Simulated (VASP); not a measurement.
# GaSb (F-43m) in VASP: a series of runs

The runs below take GaSb through single point, with PBEsol-based global hybrid with 25 % exact exchange, B3LYP5.

Program: VASP 6.6.1. These are calculated values, not measurements. Logs are shortened: lines on timing, memory, paths and dates and some standing lists are left out, and cuts for length are marked.

## Step 1: The cell of the first run

The structure is cubic, space group F-43m (No. 216). The conventional cell has a = 6.118 Å, b = 6.118 Å, c = 6.118 Å, α = 90.00°, β = 90.00°, γ = 90.00°. Within 3.5 Å of Sb (site symmetry -43m) lie 4 Ga at 2.65 Å. Ga (site symmetry -43m) has 4 Sb at 2.65 Å within 3.5 Å.

## Step 2: Single point, PBEsol-based global hybrid with 25 % exact exchange

POSCAR

```
GaSb
1.0
    0.0000000000      3.0590000000      3.0590000000
    3.0590000000      0.0000000000      3.0590000000
    3.0590000000      3.0590000000      0.0000000000
Sb Ga
1 1
Direct
    0.7500000000      0.7500000000      0.7500000000
    0.0000000000      0.0000000000      0.0000000000
```

INCAR.step1

```
SYSTEM = GaSb
PREC = Accurate
ENCUT = 400
EDIFF = 1E-5
ISMEAR = -1
SIGMA = 0.05
LREAL = .False.
LASPH = .True.
NELM = 120
ALGO = Normal
ISIF = 2
LWAVE = .True.
LCHARG = .False.
GGA = PE
NBANDS = 21
GGA_COMPAT = .False.
```

INCAR.step2

```
SYSTEM = GaSb
PREC = Accurate
ENCUT = 400
EDIFF = 1E-6
ISMEAR = -1
SIGMA = 0.05
LREAL = .False.
LASPH = .True.
NELM = 120
ALGO = Normal
ISIF = 2
LWAVE = .False.
LCHARG = .False.
GGA = PS
LHFCALC = .True.
AEXX = 0.25
PRECFOCK = Normal
ISTART = 1
NBANDS = 21
GGA_COMPAT = .False.
```

KPOINTS

```
regular mesh
0
Gamma
  4 4 4
  0 0 0
```

Potentials or basis: VASP PAW PBE potentials, release 64 (Sb_d_GW, Ga_d).

On the command line:

```sh
cat potpaw_PBE.64/Sb_d_GW/POTCAR potpaw_PBE.64/Ga_d/POTCAR > POTCAR
cp INCAR.step1 INCAR
mpirun -np 1 vasp_std > vasp.out
cp INCAR.step2 INCAR
mpirun -np 1 vasp_std > vasp.out
```

OUTCAR:

```text
SYSTEM = GaSb
   PREC = Accurate
   ENCUT = 400
   EDIFF = 1E-6
   ISMEAR = -1
   LREAL = .False.
   LASPH = .True.
   NELM = 120
   ISIF = 2
   GGA = PS
   LHFCALC = .True.
   AEXX = 0.25
   PRECFOCK = Normal
   ISTART = 1

 ion  position               nearest neighbor table
   1  0.750  0.750  0.750-   2 2.65   2 2.65   2 2.65   2 2.65
   2  0.000  0.000  0.000-   1 2.65   1 2.65   1 2.65   1 2.65

  LATTYP: Found a face centered cubic cell.
 ALAT       =     6.1180000000

  Lattice vectors:

 A1 = (   0.0000000000,   3.0590000000,   3.0590000000)
 A2 = (   3.0590000000,   0.0000000000,   3.0590000000)
 A3 = (   3.0590000000,   3.0590000000,   0.0000000000)

Analysis of symmetry for initial positions (statically):
=====================================================================
 Subroutine PRICEL returns:
 Original cell was already a primitive cell.

 Routine SETGRP: Setting up the symmetry group for a
 face centered cubic supercell.

 Subroutine GETGRP returns: Found 24 space group operations
 (whereof 24 operations were pure point group operations)
 out of a pool of 48 trial point group operations.

The static configuration has the point symmetry T_d .

Analysis of symmetry for dynamics (positions and initial velocities):
=====================================================================
 Subroutine PRICEL returns:
 Original cell was already a primitive cell.

 Routine SETGRP: Setting up the symmetry group for a
 face centered cubic supercell.

 Subroutine GETGRP returns: Found 24 space group operations
 (whereof 24 operations were pure point group operations)
 out of a pool of 48 trial point group operations.

The dynamic configuration has the point symmetry T_d .

 Subroutine INISYM returns: Found 24 space group operations
 (whereof 24 operations are pure point group operations),
 and found     1 'primitive' translations

----------------------------------------------------------------------------------------

                                     Primitive cell

  volume of cell :      57.2491

  direct lattice vectors                    reciprocal lattice vectors
     0.000000000  3.059000000  3.059000000    -0.163452109  0.163452109  0.163452109
     3.059000000  0.000000000  3.059000000     0.163452109 -0.163452109  0.163452109
     3.059000000  3.059000000  0.000000000     0.163452109  0.163452109 -0.163452109

  length of vectors
     4.326079287  4.326079287  4.326079287     0.283107357  0.283107357  0.283107357

  position of ions in fractional coordinates (direct lattice)
     0.750000000  0.750000000  0.750000000
     0.000000000  0.000000000  0.000000000

  ion indices of the primitive-cell ions
   primitive index   ion index
                 1           1
                 2           2

----------------------------------------------------------------------------------------

 KPOINTS: regular mesh

Automatic generation of k-mesh.
 Grid dimensions read from file:
 generate k-points for:    4    4    4

 Generating k-lattice:

  Cartesian coordinates                     Fractional coordinates (reciprocal lattice)
    -0.040863027  0.040863027  0.040863027     0.250000000  0.000000000  0.000000000
     0.040863027 -0.040863027  0.040863027     0.000000000  0.250000000  0.000000000
     0.040863027  0.040863027 -0.040863027     0.000000000  0.000000000  0.250000000

  Length of vectors
     0.070776839  0.070776839  0.070776839

  Shift w.r.t. Gamma in fractional coordinates (k-lattice)
     0.000000000  0.000000000  0.000000000

 Subroutine IBZKPT returns following result:
 ===========================================

 Found      8 irreducible k-points:

 Following reciprocal coordinates:
            Coordinates               Weight
  0.000000  0.000000  0.000000      1.000000
  0.250000  0.000000  0.000000      8.000000
  0.500000  0.000000  0.000000      4.000000
  0.250000  0.250000  0.000000      6.000000
  0.500000  0.250000  0.000000     24.000000
 -0.250000  0.250000  0.000000     12.000000
  0.500000  0.500000  0.000000      3.000000
 -0.250000  0.500000  0.250000      6.000000
   k-points           NKPTS =      8   k-points in BZ     NKDIM =     64   number of bands    NBANDS=     21
   number of dos      NEDOS =    301   number of ions     NIONS =      2
   total plane-waves  NPLWV =  21952
   dimension x,y,z NGX =    28 NGY =   28 NGZ =   28
   dimension x,y,z NGXF=    56 NGYF=   56 NGZF=   56
   ions per type =               1   1
   NGX,Y,Z   is equivalent  to a cutoff of  10.76, 10.76, 10.76 a.u.
   NGXF,Y,Z  is equivalent  to a cutoff of  21.52, 21.52, 21.52 a.u.
 SYSTEM =  GaSb
   PREC   = accura    normal or accurate (medium, high low for compatibility)
   ISTART =      1    job   : 0-new  1-cont  2-samecut
   ICHARG =      0    charge: 1-file 2-atom 10-const
   ISPIN  =      1    spin polarized calculation?
   LNONCOLLINEAR =      F non collinear calculations
   LSORBIT =      F    spin-orbit coupling
   LASPH  =      T    aspherical Exc in radial PAW
   ENCUT  =  400.0 eV  29.40 Ry    5.42 a.u.   7.05  7.05  7.05*2*pi/ulx,y,z
   NELM   =    120;   NELMIN=  2; NELMDL=  0     # of ELM steps
   EDIFF  = 0.1E-05   stopping-criterion for ELM
   LREAL  =      F    real-space projection
   EDIFFG = 0.1E-04   stopping-criterion for IOM
   NSW    =      0    number of steps for IOM
   IBRION =     -1    ionic relax: 0-MD 1-quasi-New 2-CG
   NFREE  =      0    steps in history (QN), initial steepest desc. (CG)
   ISIF   =      2    stress and relaxation
   ISYM   =      3    0-nonsym 1-usesym 2-fastsym
   POTIM  = 0.5000    time-step for ionic-motion
   TEBEG  =    0.0;   TEEND  =   0.0 temperature during run
   PSTRESS=    0.0 pullay stress
   NELECT =      28.0000    total number of electrons
   NUPDOWN=      -1.0000    fix difference up-down
   EMIN   =  10.00;   EMAX   =-10.00  energy-range for DOS
   EFERMI =   0.00;   METHOD = LEGACY
   ISMEAR =    -1;   SIGMA  =   0.05  broadening in eV -4-tet -1-fermi 0-gaus
   EFERMI_NEDOS =   21; number of points for ismear=-14 and -15
   IALGO  =     38    algorithm
   IMIX   =      1    mixing-type and parameters
     AMIX     =   0.40;   BMIX     =  1.00
     AMIX_MAG =   1.60;   BMIX_MAG =  1.00
  volume/ion in A,a.u.               =      28.62       193.17
  Fermi-wavevector in a.u.,A,eV,Ry     =   1.289847  2.437456 22.636067  1.663704
  Thomas-Fermi vector in A             =   2.421714
   LORBIT       =      0    0 simple, 1 ext, 2 COOP (PROOUT), +10 PAW based schemes
   GGA     = PS    functional components
   LHFCALC =     T    Hartree Fock is set to
   PRECFOCK=normal    Normal, Fast or Accurate (Low or Medium for compatibility)
   ENCUT4O =  -1.0   cutoff for four orbital integrals eV
   NKREDX  =     1    reduce k-point grid by
   NKREDY  =     1    reduce k-point grid by
   NKREDZ  =     1    reduce k-point grid by
   AEXX    =    0.2500 exact exchange contribution
   HFSCREEN=    0.0000 screening length (either q_TF or 0.3 A-1)
   HFSCREENC=   0.0000 screening length for correlation (either q_TF or 0.3 A-1)
   ENCUTFOCK=  -1.0 apply spherical cutoff to Coloumb kernel
   IVDW    =     0    specifies the selected vdW correction
   LEPSILON=     F    determine dielectric tensor
   LRPA    =     F    only Hartree local field effects (RPA)
 non-spin polarized calculation
  energy-cutoff  :      400.00
  volume of cell :       57.25
 maximum number of plane-waves:      1056
  NGX = 24; NGY = 24; NGZ = 24

 number of electron      28.0000026 magnetization

 Free energy of the ion-electron system (eV)
  ---------------------------------------------------
  ext. energy  EPLUGINS =         0.00000000
  ---------------------------------------------------
  free energy    TOTEN  =       -10.04052735 eV

  energy without entropy =      -10.04052732  energy(sigma->0) =      -10.04052733

 E-fermi :   3.8250     XC(G=0):  -7.4804

 val. band max:        3.0525304235   @ k =   0.0000   0.0000   0.0000
 cond. band min:       4.5463273329   @ k =   0.0000   0.0000   0.0000
 fundamental gap:      1.4937969094
 Fermi energy:         3.8250398071

 k-point     1 :       0.0000    0.0000    0.0000
  band No.  band energies     occupation
      1     -27.8797      2.00000
      2     -27.8797      2.00000
      3     -27.8797      2.00000
      4     -27.8551      2.00000
      5     -27.8551      2.00000
      6     -14.6777      2.00000
[... 13 lines left out ...]
     20      13.4208      0.00000
     21      13.4208      0.00000

 k-point     2 :       0.2500    0.0000    0.0000
  band No.  band energies     occupation
      1     -27.8792      2.00000
      2     -27.8781      2.00000
      3     -27.8781      2.00000
      4     -27.8547      2.00000
      5     -27.8547      2.00000
      6     -14.6874      2.00000
[... 13 lines left out ...]
     20      12.2191      0.00000
     21      12.2191      0.00000

 k-point     3 :       0.5000    0.0000    0.0000
  band No.  band energies     occupation
      1     -27.8788      2.00000
      2     -27.8768      2.00000
      3     -27.8768      2.00000
      4     -27.8543      2.00000
      5     -27.8543      2.00000
      6     -14.6972      2.00000
[... 13 lines left out ...]
     20      14.7421      0.00000
     21      14.7421      0.00000

 k-point     4 :       0.2500    0.2500    0.0000
  band No.  band energies     occupation
      1     -27.8810      2.00000
      2     -27.8765      2.00000
      3     -27.8765      2.00000
      4     -27.8558      2.00000
      5     -27.8535      2.00000
      6     -14.6960      2.00000
[... 13 lines left out ...]
     20      13.7264      0.00000
     21      14.3084      0.00000

 k-point     5 :       0.5000    0.2500    0.0000
  band No.  band energies     occupation
      1     -27.8801      2.00000
      2     -27.8755      2.00000
      3     -27.8750      2.00000
      4     -27.8555      2.00000
      5     -27.8531      2.00000
      6     -14.7042      2.00000
[... 13 lines left out ...]
     20      14.9658      0.00000
     21      15.1812      0.00000

 k-point     6 :      -0.2500    0.2500    0.0000
  band No.  band energies     occupation
      1     -27.8786      2.00000
      2     -27.8769      2.00000
      3     -27.8766      2.00000
      4     -27.8546      2.00000
      5     -27.8543      2.00000
      6     -14.6983      2.00000
[... 13 lines left out ...]
     20      13.3367      0.00000
     21      15.4085      0.00000

 k-point     7 :       0.5000    0.5000    0.0000
  band No.  band energies     occupation
      1     -27.8826      2.00000
      2     -27.8733      2.00000
      3     -27.8733      2.00000
      4     -27.8565      2.00000
      5     -27.8520      2.00000
      6     -14.7127      2.00000
[... 13 lines left out ...]
     20      15.7156      0.00000
     21      16.3159      0.00000

 k-point     8 :      -0.2500    0.5000    0.2500
  band No.  band energies     occupation
      1     -27.8791      2.00000
      2     -27.8770      2.00000
      3     -27.8733      2.00000
      4     -27.8555      2.00000
      5     -27.8531      2.00000
      6     -14.7073      2.00000
[... 13 lines left out ...]
     20      15.1349      0.00000
     21      16.2229      0.00000

------------------------ aborting loop because EDIFF is reached ----------------------------------------

  FORCE on cell =-STRESS in cart. coord.  units (eV):
  Direction    XX          YY          ZZ          XY          YZ          ZX
  --------------------------------------------------------------------------------------
  -------------------------------------------------------------------------------------
  Total       -0.5565909     -0.5565909     -0.5565909     -0.0000000      0.0000000     -0.0000000
  in kB      -15.5768014    -15.5768014    -15.5768014     -0.0000000      0.0000000     -0.0000000
  external PRESSURE =     -15.5768014 kB  Pullay stress =       0.0000000 kB

 VOLUME and BASIS-vectors are now :
 -----------------------------------------------------------------------------
  energy-cutoff  :      400.00
  volume of cell :       57.25
      direct lattice vectors                 reciprocal lattice vectors
     0.000000000  3.059000000  3.059000000    -0.163452109  0.163452109  0.163452109
     3.059000000  0.000000000  3.059000000     0.163452109 -0.163452109  0.163452109
     3.059000000  3.059000000  0.000000000     0.163452109  0.163452109 -0.163452109

 POSITION                                       TOTAL-FORCE (eV/Angst)
 -----------------------------------------------------------------------------------
      4.58850      4.58850      4.58850        -0.000000     -0.000000     -0.000000
      0.00000      0.00000      0.00000         0.000000      0.000000      0.000000
 -----------------------------------------------------------------------------------
    total drift:                                0.000033      0.000016      0.000005

  FREE ENERGIE OF THE ION-ELECTRON SYSTEM (eV)
  ---------------------------------------------------
  free  energy   TOTEN  =       -10.0405273460 eV

  energy  without entropy=      -10.0405273167  energy(sigma->0) =      -10.04052733
```

Wall time 7 min (1 thread of Intel Xeon 6975P-C (Granite Rapids), shared host); peak memory 0.19 GiB.

What came out:

- Free energy: -10.0405 eV
- Pressure: -1.6 GPa
- Band gap on the k mesh: 1.49 eV

Caveat: the k points lie up to 0.44 Å⁻¹ apart; the PAW data sets were made with another functional, which shifts forces and pressure a little; spin-orbit coupling is left out, which moves the levels of the heavy elements. A k mesh can miss the band edges.

(Part 1 of 2 ends here.)
